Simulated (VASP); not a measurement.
# WS2 in VASP: further runs, part 2 of 3

VASP 6.6.1.

## Step 3: Single point, PBEsol+D3(BJ) (atoms displaced along a vibrational mode, the cell strained)

Input file INCAR:

```
PREC = Accurate ; ENCUT = 520
EDIFF = 1E-6 ; ISMEAR = 0
SIGMA = 0.05 ; LREAL = F
LASPH = T ; NELM = 60
ALGO = Normal ; ISIF = 2
LWAVE = F ; LCHARG = T
GGA = PS ; IVDW = 12
LELF = T ; LVHAR = T
NBANDS = 20
```

Input file KPOINTS:

```
Automatic mesh
0
Gamma
  12 12 2
```

Input file POSCAR:

```
WS2
1.0
    3.0977750082      0.0000000000      0.0000000000
   -1.5488875041      2.6827518523      0.0000000000
    0.0000000000      0.0000000000     16.7957060984
W S
1 2
Direct
    0.3333333333      0.6666666667      0.0000000000
    0.6545016127      0.3333333333      0.9071447969
    0.6788317206      0.3333333333      0.0928552031
```

Potentials or basis: VASP PAW PBE potentials, release 64 (W_sv, S).

On the command line:

```bash
cat potpaw_PBE.64/W_sv/POTCAR potpaw_PBE.64/S/POTCAR > POTCAR
mpirun -np 1 vasp_std > vasp.out
```

OUTCAR:

```text
PREC = Accurate
   ENCUT = 520
   EDIFF = 1E-6
   ISMEAR = 0
   LREAL = F
   LASPH = T
   NELM = 60
   ISIF = 2
   GGA = PS
   IVDW = 12
 IVDW          = 12

 ion  position               nearest neighbor table
   1  0.333  0.667  0.000-   3 2.35   2 2.35   2 2.37   3 2.37   2 2.40   3 2.40
   2  0.655  0.333  0.907-   1 2.35   1 2.37   1 2.40
   3  0.679  0.333  0.093-   1 2.35   1 2.37   1 2.40

  LATTYP: Found a hexagonal cell.
 ALAT       =     3.0977750082
 C/A-ratio  =     5.4218611920

  Lattice vectors:

 A1 = (   3.0977750082,   0.0000000000,   0.0000000000)
 A2 = (  -1.5488875041,   2.6827518523,   0.0000000000)
 A3 = (   0.0000000000,   0.0000000000,  16.7957060984)

Analysis of symmetry for initial positions (statically):
=====================================================================
 Subroutine PRICEL returns:
 Original cell was already a primitive cell.

 Routine SETGRP: Setting up the symmetry group for a
 hexagonal supercell.

 Subroutine GETGRP returns: Found  2 space group operations
 (whereof  2 operations were pure point group operations)
[... 163 lines left out ...]

  energy without entropy =      -25.19351072  energy(sigma->0) =      -25.19351072

 E-fermi :  -0.7142     XC(G=0):  -4.6988

 val. band max:       -0.9524630119   @ k =   0.3333   0.3333   0.5000
 cond. band min:       1.0748106503   @ k =  -0.3333   0.1667   0.0000
 fundamental gap:      2.0272736622
 Fermi energy:        -0.7141604919

 k-point     1 :       0.0000    0.0000    0.0000
  band No.  band energies     occupation
      1     -74.7615      2.00000
      2     -39.0956      2.00000
      3     -38.8443      2.00000
      4     -38.8439      2.00000
      5     -16.0830      2.00000
      6     -14.3063      2.00000
[... 541 lines left out ...]
     19       6.7393      0.00000
     20       6.8151      0.00000

 [... further k-points ...]

------------------------ aborting loop because EDIFF is reached ----------------------------------------

 Edisp (eV)   -0.77397

 E8    (eV) :    -0.5201

  FORCE on cell =-STRESS in cart. coord.  units (eV):
  Direction    XX          YY          ZZ          XY          YZ          ZX
  --------------------------------------------------------------------------------------
  -------------------------------------------------------------------------------------
  Total       1.48133     1.47954     1.60792     0.00000     0.00000    -1.32062
  in kB      17.00331    16.98276    18.45632     0.00000     0.00000   -15.15865
  external pressure =       17.48 kB  Pullay stress =        0.00 kB

 VOLUME and BASIS-vectors are now :
 -----------------------------------------------------------------------------
  energy-cutoff  :      520.00
  volume of cell :      139.58
      direct lattice vectors                 reciprocal lattice vectors
     3.097775008  0.000000000  0.000000000     0.322812340  0.186375792  0.000000000
    -1.548887504  2.682751852  0.000000000     0.000000000  0.372751583  0.000000000
     0.000000000  0.000000000 16.795706098     0.000000000  0.000000000  0.059539027

 POSITION                                       TOTAL-FORCE (eV/Angst)
 -----------------------------------------------------------------------------------
     -0.00000      1.78850      0.00000         0.000000      0.026830      0.000000
      1.51120      0.89425     15.23614         0.423464     -0.013415     -0.529416
      1.58657      0.89425      1.55957        -0.423464     -0.013415      0.529416
 -----------------------------------------------------------------------------------
    total drift:                                0.000000     -0.000007     -0.000000

  FREE ENERGIE OF THE ION-ELECTRON SYSTEM (eV)
  ---------------------------------------------------
  free  energy   TOTEN  =       -25.9674799817 eV

  energy  without entropy=      -25.9674799817  energy(sigma->0) =      -25.96747998
```

OSZICAR:

```text
N       E                     dE             d eps       ncg     rms          rms(c)
DAV:   1     0.178941359376E+03    0.17894E+03   -0.13984E+04  4128   0.109E+03
DAV:   2    -0.131915254715E+02   -0.19213E+03   -0.18684E+03  4412   0.264E+02
DAV:   3    -0.262055736469E+02   -0.13014E+02   -0.12923E+02  4692   0.668E+01
[... 14 lines left out ...]
DAV:  18    -0.251934990002E+02   -0.43821E-04   -0.33048E-06  3472   0.608E-03    0.413E-03
DAV:  19    -0.251935073754E+02   -0.83751E-05   -0.50470E-07  3776   0.255E-03    0.302E-03
DAV:  20    -0.251935095234E+02   -0.21480E-05   -0.87895E-08  3100   0.983E-04    0.618E-04
DAV:  21    -0.251935105560E+02   -0.10326E-05   -0.42602E-08  2800   0.677E-04    0.492E-04
DAV:  22    -0.251935107243E+02   -0.16834E-06   -0.53522E-09  2572   0.353E-04
   1 F= -.25967480E+02 E0= -.25967480E+02  d E =-.534506E-13
```

It took 1.9 min on 1 thread of Intel Xeon 6975P-C (Granite Rapids), shared host; peak memory 0.4 GiB.

What came out:

| Property | Result |
| --- | --- |
| Free energy | -25.9675 eV |
| Largest force | 0.678 eV/Å |
| Band gap on the k mesh | 2.03 eV (least direct gap 2.11 eV) |
| Dispersion energy per atom | -0.258 eV |

Forces in eV/Å, atoms in the order of the input:
```
W    0.000  0.027  0.000
S    0.423 -0.013 -0.529
S   -0.423 -0.013  0.529
```

Levels at points of the mesh, in eV from the valence-band top:
| k point | band 11 | band 12 | band 13 | band 14 | band 15 | band 16 |
| --- | --- | --- | --- | --- | --- | --- |
| (0.00, 0.00, 0.00) | -1.54 | -1.54 | -0.23 | 3.09 | 3.10 | 3.36 |
| (0.50, 0.00, 0.00) | -2.28 | -1.11 | -0.99 | 3.22 | 3.58 | 4.16 |
| (0.00, 0.50, 0.00) | -2.28 | -1.11 | -1.00 | 3.22 | 3.58 | 4.17 |
| (0.00, 0.00, 0.50) | -1.54 | -1.54 | -0.23 | 3.09 | 3.10 | 3.36 |
| (0.50, 0.00, 0.50) | -2.28 | -1.11 | -0.99 | 3.22 | 3.58 | 4.16 |
| (0.00, 0.50, 0.50) | -2.28 | -1.11 | -1.00 | 3.22 | 3.58 | 4.17 |

Caveat: the cell differs from its parent crystal (atoms displaced along a vibrational mode, the cell strained); the PAW data sets were made with another functional, which shifts forces and pressure a little; spin-orbit coupling is left out, which moves the levels of the heavy elements.

## Step 4: Single point, PBEsol+D3(BJ) (atoms displaced along a vibrational mode, the cell strained)

Input file INCAR:

```
PREC = Accurate ; ENCUT = 520
EDIFF = 1E-6 ; ISMEAR = 0
SIGMA = 0.05 ; LREAL = F
LASPH = T ; NELM = 100
ALGO = Normal ; ISIF = 2
LWAVE = F ; LCHARG = F
GGA = PS ; IVDW = 12
NBANDS = 20
```

Input file KPOINTS:

```
regular mesh
0
Gamma
  12 12 2
```

Input file POSCAR:

```
WS2
1.0
    3.0977750082      0.0000000000      0.0000000000
   -1.5488875041      2.6827518523      0.0000000000
    0.0000000000      0.0000000000     16.7957060984
W S
1 2
Direct
    0.3333333333      0.6666666667      0.0000000000
    0.6423365588      0.3333333333      0.9071447969
    0.6909967745      0.3333333333      0.0928552031
```

On the command line:

```bash
cat potpaw_PBE.64/W_sv/POTCAR potpaw_PBE.64/S/POTCAR > POTCAR
mpirun -np 1 vasp_std > vasp.out
```

It took 1.9 min on 1 thread of Intel Xeon 6975P-C (Granite Rapids), shared host; peak memory 0.4 GiB.

It converged, with:

```yaml
Free_energy: -25.9196 eV
Largest_force: 1.033 eV/Å
Band_gap_on_the_k_mesh: 2.01 eV (least direct gap 2.10 eV)
Dispersion_energy_per_atom: -0.258 eV
```

Forces in eV/Å, atoms in the order of the input:
```
W    0.000  0.107  0.000
S    0.846 -0.054 -0.591
S   -0.846 -0.054  0.591
```

Levels at points of the mesh, in eV from the valence-band top:
| k point | band 10 | band 11 | band 12 | band 13 | band 14 | band 15 | band 16 | band 17 |
| --- | --- | --- | --- | --- | --- | --- | --- | --- |
| (0.00, 0.00, 0.00) | -2.26 | -1.57 | -1.55 | -0.22 | 3.00 | 3.02 | 3.41 | 3.42 |
| (0.50, 0.00, 0.00) | -3.52 | -2.31 | -1.11 | -0.97 | 3.21 | 3.56 | 4.14 | 5.02 |
| (0.00, 0.50, 0.00) | -3.50 | -2.30 | -1.11 | -0.99 | 3.20 | 3.55 | 4.17 | 4.94 |
| (0.00, 0.00, 0.50) | -2.26 | -1.57 | -1.55 | -0.22 | 3.00 | 3.02 | 3.41 | 3.42 |
| (0.50, 0.00, 0.50) | -3.52 | -2.31 | -1.11 | -0.97 | 3.21 | 3.56 | 4.14 | 5.02 |
| (0.00, 0.50, 0.50) | -3.50 | -2.30 | -1.11 | -0.99 | 3.20 | 3.55 | 4.17 | 4.94 |

Caveat: the cell differs from its parent crystal (atoms displaced along a vibrational mode, the cell strained); the PAW data sets were made with another functional, which shifts forces and pressure a little; spin-orbit coupling is left out, which moves the levels of the heavy elements.

(Continued in part 3 of 3.)
